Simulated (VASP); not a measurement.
# TlS2 (P4/mmm) in VASP: a series of runs

Runs on TlS2. Level: PBE. Tasks: single point, relaxation of cell and atoms.

Program: VASP 6.6.1. These are calculated values, not measurements. Logs are shortened: lines on timing, memory, paths and dates and some standing lists are left out, and cuts for length are marked.

### Step 1. The cell of the first run

Symmetry: P4/mmm, No. 123, tetragonal system. The conventional cell has a = 3.327 Å, b = 3.327 Å, c = 3.996 Å, α = 90.00°, β = 90.00°, γ = 90.00°. Tl (site symmetry 4/mmm) has 8 S at 2.60 Å and 4 Tl at 3.33 Å within 3.4 Å. S (site symmetry mmm) has 4 S at 2.35 Å and 4 Tl at 2.60 Å within 3.1 Å.

### Step 2. Single point, PBE

Input file INCAR:

```
SYSTEM = TlS2
PREC = Accurate
ENCUT = 520
EDIFF = 1E-6
ISMEAR = 0
SIGMA = 0.1
LREAL = .False.
LASPH = .True.
NELM = 80
ALGO = Normal
ISIF = 2
LWAVE = .False.
LCHARG = .False.
GGA = PE
NBANDS = 20
```

Input file KPOINTS:

```
regular mesh
0
Gamma
  6 6 4
  0 0 0
```

Input file POSCAR:

```
TlS2
1.0
    3.3271732300      0.0000000000      0.0000000000
    0.0000000000      3.3271732300      0.0000000000
    0.0000000000      0.0000000000      3.9962380200
Tl S
1 2
Direct
    0.5000000000      0.5000000000      0.5000000000
    0.0000000000      0.5000000000      0.0000000000
    0.5000000000      0.0000000000      0.0000000000
```

Potentials or basis: VASP PAW PBE potentials, release 64 (Tl_d, S).

The run is started by

```sh
cat potpaw_PBE.64/Tl_d/POTCAR potpaw_PBE.64/S/POTCAR > POTCAR
mpirun -np 1 vasp_std > vasp.out
```

OUTCAR:

```text
SYSTEM = TlS2
   PREC = Accurate
   ENCUT = 520
   EDIFF = 1E-6
   ISMEAR = 0
   LREAL = .False.
   LASPH = .True.
   NELM = 80
   ISIF = 2
   GGA = PE

 ion  position               nearest neighbor table
   1  0.500  0.500  0.500-   2 2.60   3 2.60   2 2.60   3 2.60   3 2.60   3 2.60   2 2.60   2 2.60

   2  0.000  0.500  0.000-   3 2.35   3 2.35   3 2.35   3 2.35   1 2.60   1 2.60   1 2.60   1 2.60

   3  0.500  0.000  0.000-   2 2.35   2 2.35   2 2.35   2 2.35   1 2.60   1 2.60   1 2.60   1 2.60

  LATTYP: Found a simple tetragonal cell.
 ALAT       =     3.3271732300
 C/A-ratio  =     1.2010910595

  Lattice vectors:

 A1 = (   3.3271732300,   0.0000000000,   0.0000000000)
 A2 = (   0.0000000000,   3.3271732300,   0.0000000000)
 A3 = (   0.0000000000,   0.0000000000,   3.9962380200)

Analysis of symmetry for initial positions (statically):
=====================================================================
 Subroutine PRICEL returns:
 Original cell was already a primitive cell.

 Routine SETGRP: Setting up the symmetry group for a
 simple tetragonal supercell.

 Subroutine GETGRP returns: Found 16 space group operations
 (whereof 16 operations were pure point group operations)
 out of a pool of 16 trial point group operations.

The static configuration has the point symmetry D_4h.

Analysis of symmetry for dynamics (positions and initial velocities):
=====================================================================
 Subroutine PRICEL returns:
 Original cell was already a primitive cell.

 Routine SETGRP: Setting up the symmetry group for a
 simple tetragonal supercell.

 Subroutine GETGRP returns: Found 16 space group operations
 (whereof 16 operations were pure point group operations)
 out of a pool of 16 trial point group operations.

The dynamic configuration has the point symmetry D_4h.

 Subroutine INISYM returns: Found 16 space group operations
 (whereof 16 operations are pure point group operations),
 and found     1 'primitive' translations

----------------------------------------------------------------------------------------

                                     Primitive cell

  volume of cell :      44.2387

  direct lattice vectors                    reciprocal lattice vectors
     3.327173230  0.000000000  0.000000000     0.300555436  0.000000000  0.000000000
     0.000000000  3.327173230  0.000000000     0.000000000  0.300555436  0.000000000
     0.000000000  0.000000000  3.996238020     0.000000000  0.000000000  0.250235345

  length of vectors
     3.327173230  3.327173230  3.996238020     0.300555436  0.300555436  0.250235345

  position of ions in fractional coordinates (direct lattice)
     0.500000000  0.500000000  0.500000000
     0.000000000  0.500000000  0.000000000
     0.500000000  0.000000000  0.000000000

  ion indices of the primitive-cell ions
   primitive index   ion index
                 1           1
                 2           2
                 3           3

----------------------------------------------------------------------------------------

 KPOINTS: regular mesh

Automatic generation of k-mesh.
 Grid dimensions read from file:
 generate k-points for:    6    6    4

 Generating k-lattice:

  Cartesian coordinates                     Fractional coordinates (reciprocal lattice)
     0.050092573  0.000000000  0.000000000     0.166666667  0.000000000  0.000000000
     0.000000000  0.050092573  0.000000000     0.000000000  0.166666667  0.000000000
     0.000000000  0.000000000  0.062558836     0.000000000  0.000000000  0.250000000

  Length of vectors
     0.050092573  0.050092573  0.062558836

  Shift w.r.t. Gamma in fractional coordinates (k-lattice)
     0.000000000  0.000000000  0.000000000

 Subroutine IBZKPT returns following result:
 ===========================================

 Found     30 irreducible k-points:

 Following reciprocal coordinates:
            Coordinates               Weight
  0.000000  0.000000  0.000000      1.000000
  0.166667  0.000000  0.000000      4.000000
  0.333333  0.000000  0.000000      4.000000
  0.500000  0.000000  0.000000      2.000000
  0.166667  0.166667  0.000000      4.000000
  0.333333  0.166667  0.000000      8.000000
[... 16 lines left out ...]
  0.333333  0.000000  0.500000      4.000000
  0.500000  0.000000  0.500000      2.000000
 [... further k-points ...]
   k-points           NKPTS =     30   k-points in BZ     NKDIM =     30   number of bands    NBANDS=     20
   number of dos      NEDOS =    301   number of ions     NIONS =      3
   total plane-waves  NPLWV =  23520
   dimension x,y,z NGX =    28 NGY =   28 NGZ =   30
   dimension x,y,z NGXF=    56 NGYF=   56 NGZF=   60
   ions per type =               1   2
   NGX,Y,Z   is equivalent  to a cutoff of  13.99, 13.99, 12.48 a.u.
   NGXF,Y,Z  is equivalent  to a cutoff of  27.98, 27.98, 24.96 a.u.
 SYSTEM =  TlS2
   PREC   = accura    normal or accurate (medium, high low for compatibility)
   ISTART =      0    job   : 0-new  1-cont  2-samecut
   ICHARG =      2    charge: 1-file 2-atom 10-const
   ISPIN  =      1    spin polarized calculation?
   LNONCOLLINEAR =      F non collinear calculations
   LSORBIT =      F    spin-orbit coupling
   LASPH  =      T    aspherical Exc in radial PAW
   ENCUT  =  520.0 eV  38.22 Ry    6.18 a.u.   6.19  6.19  7.43*2*pi/ulx,y,z
   NELM   =     80;   NELMIN=  2; NELMDL= -5     # of ELM steps
   EDIFF  = 0.1E-05   stopping-criterion for ELM
   LREAL  =      F    real-space projection
   EDIFFG = 0.1E-04   stopping-criterion for IOM
   NSW    =      0    number of steps for IOM
   IBRION =     -1    ionic relax: 0-MD 1-quasi-New 2-CG
   NFREE  =      0    steps in history (QN), initial steepest desc. (CG)
   ISIF   =      2    stress and relaxation
   ISYM   =      2    0-nonsym 1-usesym 2-fastsym
   POTIM  = 0.5000    time-step for ionic-motion
   TEBEG  =    0.0;   TEEND  =   0.0 temperature during run
   PSTRESS=    0.0 pullay stress
   NELECT =      25.0000    total number of electrons
   NUPDOWN=      -1.0000    fix difference up-down
   EMIN   =  10.00;   EMAX   =-10.00  energy-range for DOS
   EFERMI =   0.00;   METHOD = LEGACY
   ISMEAR =     0;   SIGMA  =   0.10  broadening in eV -4-tet -1-fermi 0-gaus
   EFERMI_NEDOS =   21; number of points for ismear=-14 and -15
   IALGO  =     38    algorithm
   IMIX   =      4    mixing-type and parameters
     AMIX     =   0.40;   BMIX     =  1.00
     AMIX_MAG =   1.60;   BMIX_MAG =  1.00
  volume/ion in A,a.u.               =      14.75        99.51
  Fermi-wavevector in a.u.,A,eV,Ry     =   1.353487  2.557720 24.924883  1.831927
  Thomas-Fermi vector in A             =   2.480738
   LORBIT       =      0    0 simple, 1 ext, 2 COOP (PROOUT), +10 PAW based schemes
   GGA     = PE    functional components
   LHFCALC =     F    Hartree Fock is set to
   AEXX    =    0.0000 exact exchange contribution
   IVDW    =     0    specifies the selected vdW correction
   LEPSILON=     F    determine dielectric tensor
   LRPA    =     F    only Hartree local field effects (RPA)
 non-spin polarized calculation
 Gauss-broadening in eV      SIGMA  =   0.10
  energy-cutoff  :      520.00
  volume of cell :       44.24
 maximum number of plane-waves:      1215
 NGX is ok and might be reduce to    28
   NGX = 13   NGY = 13   NGZ = 15

 number of electron      25.0000005 magnetization

 Free energy of the ion-electron system (eV)
  ---------------------------------------------------
  ext. energy  EPLUGINS =         0.00000000
  ---------------------------------------------------
  free energy    TOTEN  =        -5.67892627 eV

  energy without entropy =       -5.67222221  energy(sigma->0) =       -5.67557424

 E-fermi :  12.0226     XC(G=0): -12.0514

 val. band max:       11.9459394187   @ k =   0.3333   0.0000   0.2500
 cond. band min:      12.0557878826   @ k =   0.5000   0.1667   0.2500
 fundamental gap:      0.1098484640
 Fermi energy:        12.0225927501

 k-point     1 :       0.0000    0.0000    0.0000
  band No.  band energies     occupation
      1      -7.6680      2.00000
      2      -1.2826      2.00000
      3      -0.5201      2.00000
      4      -0.2118      2.00000
      5      -0.2118      2.00000
      6       0.2074      2.00000
[... 12 lines left out ...]
     19      20.5327      0.00000
     20      20.5327      0.00000

 k-point     2 :       0.1667    0.0000    0.0000
  band No.  band energies     occupation
      1      -7.3334      2.00000
      2      -1.3918      2.00000
      3      -0.5268      2.00000
      4      -0.4409      2.00000
      5      -0.2008      2.00000
      6       0.1326      2.00000
[... 12 lines left out ...]
     19      20.7521      0.00000
     20      21.4760      0.00000

 k-point     3 :       0.3333    0.0000    0.0000
  band No.  band energies     occupation
      1      -6.3621      2.00000
      2      -2.6069      2.00000
      3      -0.8148      2.00000
      4      -0.6724      2.00000
      5      -0.1787      2.00000
      6      -0.0080      2.00000
[... 12 lines left out ...]
     19      22.0749      0.00000
     20      22.8584      0.00000

 k-point     4 :       0.5000    0.0000    0.0000
  band No.  band energies     occupation
      1      -5.2231      2.00000
      2      -4.1233      2.00000
      3      -0.9741      2.00000
      4      -0.6837      2.00000
      5      -0.1676      2.00000
      6      -0.0744      2.00000
[... 429 lines left out ...]
 k-point    23 :       0.3333    0.0000    0.5000
  band No.  band energies     occupation
      1      -5.8281      2.00000
      2      -2.7725      2.00000
      3      -0.6551      2.00000
      4      -0.5214      2.00000
      5      -0.2750      2.00000
      6       0.0359      2.00000
[... 12 lines left out ...]
     19      21.9390      0.00000
     20      22.6940      0.00000

 k-point    24 :       0.5000    0.0000    0.5000
  band No.  band energies     occupation
      1      -4.6471      2.00000
      2      -4.2594      2.00000
      3      -0.6146      2.00000
      4      -0.4787      2.00000
      5      -0.2317      2.00000
      6      -0.0234      2.00000
[... 12 lines left out ...]
     19      21.3494      0.00000
     20      22.1341      0.00000

 [... further k-points ...]

------------------------ aborting loop because EDIFF is reached ----------------------------------------

  FORCE on cell =-STRESS in cart. coord.  units (eV):
  Direction    XX          YY          ZZ          XY          YZ          ZX
  --------------------------------------------------------------------------------------
  -------------------------------------------------------------------------------------
  Total       15.9673481     15.9673481     25.8034422      0.0000000      0.0000000      0.0000000
  in kB      578.2840338    578.2840338    934.5145224      0.0000000      0.0000000      0.0000000
  external PRESSURE =     697.0275300 kB  Pullay stress =       0.0000000 kB

 VOLUME and BASIS-vectors are now :
 -----------------------------------------------------------------------------
  energy-cutoff  :      520.00
  volume of cell :       44.24
      direct lattice vectors                 reciprocal lattice vectors
     3.327173230  0.000000000  0.000000000     0.300555436  0.000000000  0.000000000
     0.000000000  3.327173230  0.000000000     0.000000000  0.300555436  0.000000000
     0.000000000  0.000000000  3.996238020     0.000000000  0.000000000  0.250235345

 POSITION                                       TOTAL-FORCE (eV/Angst)
 -----------------------------------------------------------------------------------
      1.66359      1.66359      1.99812         0.000000      0.000000      0.000000
      0.00000      1.66359      0.00000         0.000000      0.000000      0.000000
      1.66359      0.00000      0.00000         0.000000      0.000000      0.000000
 -----------------------------------------------------------------------------------
    total drift:                                0.000000      0.000000      0.000000

  FREE ENERGIE OF THE ION-ELECTRON SYSTEM (eV)
  ---------------------------------------------------
  free  energy   TOTEN  =        -5.6789262737 eV

  energy  without entropy=       -5.6722222056  energy(sigma->0) =       -5.67557424
```

Wall time 9.5 s (1 thread of Intel Xeon 6975P-C (Granite Rapids), shared host); peak memory 0.16 GiB.

Results:

```
Free energy            : -5.6789 eV
Pressure               : 69.7 GPa
Band gap on the k mesh : zero (an odd number of electrons rules out a gap without spin polarisation)
```

Stress tensor (GPa, compression positive):
```
57.83  0.00  0.00
 0.00 57.83  0.00
 0.00  0.00 93.45
```

Levels at points of the mesh, in eV from the Fermi level:
```
           k point  band 9  band 10  band 11  band 12  band 13  band 14  band 15  band 16
(0.00, 0.00, 0.00)   -7.45    -7.45    -5.85    -1.31     1.46     2.64     2.64     6.88
(0.50, 0.00, 0.00)   -4.91    -4.31    -3.76    -3.00    -2.44    -1.17    -0.60     6.79
(0.50, 0.50, 0.00)   -9.33    -2.31    -2.31     0.24     0.46     1.23     1.23     3.38
(0.00, 0.00, 0.50)   -6.12    -6.12    -0.64     0.40     2.71     2.87     2.87     3.05
(0.50, 0.00, 0.50)   -7.52    -3.93    -3.45    -3.17    -2.06     2.54     4.44     5.31
(0.50, 0.50, 0.50)   -9.83    -6.41    -6.41    -5.42     1.76     4.84     5.55     7.20
```

Caveat: the k points lie up to 0.39 Å⁻¹ apart, too coarse for converged energies and pressures of a metal; spin-orbit coupling is left out, which moves the levels of the heavy elements; an odd number of electrons without spin polarisation forces a metal; a magnetic or distorted state may lie lower.

### Step 3. Single point, PBE

This run uses another cell than the first one, of 24.21 Å³/atom.

INCAR, as its differences from that of step 2:

```diff
@@ -12,4 +12,6 @@
 LWAVE = .False.
-LCHARG = .False.
+LCHARG = .True.
 GGA = PE
+LELF = .True.
+LVHAR = .True.
 NBANDS = 20
```

Input file KPOINTS:

```
Automatic mesh
0
Gamma
  6 6 4
  0 0 0
```

Input file POSCAR:

```
TlS2
1.0
    3.6292105024      0.0000000000      0.0000000000
    0.0000000000      3.6292105024      0.0000000000
    0.0000000000      0.0000000000      5.5149777575
Tl S
1 2
Direct
    0.5000000000      0.5000000000      0.5000000000
    0.0000000000      0.5000000000      0.0000000000
    0.5000000000      0.0000000000      0.0000000000
```

Potentials or basis: VASP PAW PBE potentials, release 64 (Tl_d, S).

The run is started by

```sh
cat potpaw_PBE.64/Tl_d/POTCAR potpaw_PBE.64/S/POTCAR > POTCAR
mpirun -np 1 vasp_std > vasp.out
```

Run time: 16 s. Hardware: 1 thread of Intel Xeon 6975P-C (Granite Rapids), shared host; peak memory 0.19 GiB.

Results (log left out):

```yaml
Free_energy: -10.0802 eV
Pressure: -0.1 GPa
Band_gap_on_the_k_mesh: zero (an odd number of electrons rules out a gap without spin polarisation)
```

Stress tensor (GPa, compression positive):
```
-0.09  0.00  0.00
 0.00 -0.09  0.00
 0.00  0.00 -0.24
```

Levels at points of the mesh, in eV from the Fermi level:
```
           k point  band 9  band 10  band 11  band 12  band 13  band 14  band 15  band 16
(0.00, 0.00, 0.00)   -4.91    -4.17    -4.17     0.35     3.11     3.11     4.24     6.25
(0.50, 0.00, 0.00)   -2.95    -2.18    -1.89    -1.71    -1.02    -0.97    -0.24     5.75
(0.50, 0.50, 0.00)   -6.29    -2.70    -1.63    -1.63     1.23     1.23     2.39     4.62
(0.00, 0.00, 0.50)   -4.09    -4.09    -1.66     0.38     2.06     3.14     3.14     4.40
(0.50, 0.00, 0.50)   -3.38    -1.79    -1.71    -1.30    -0.99    -0.40     1.88     4.08
(0.50, 0.50, 0.50)   -6.29    -3.80    -2.57    -2.57     3.10     3.10     4.01     4.61
```

Caveat: spin-orbit coupling is left out, which moves the levels of the heavy elements; an odd number of electrons without spin polarisation forces a metal; a magnetic or distorted state may lie lower.

(Part 1 of 2 ends here.)

The gap in the log of VASP goes by the Fermi energy; the results here count the filled bands.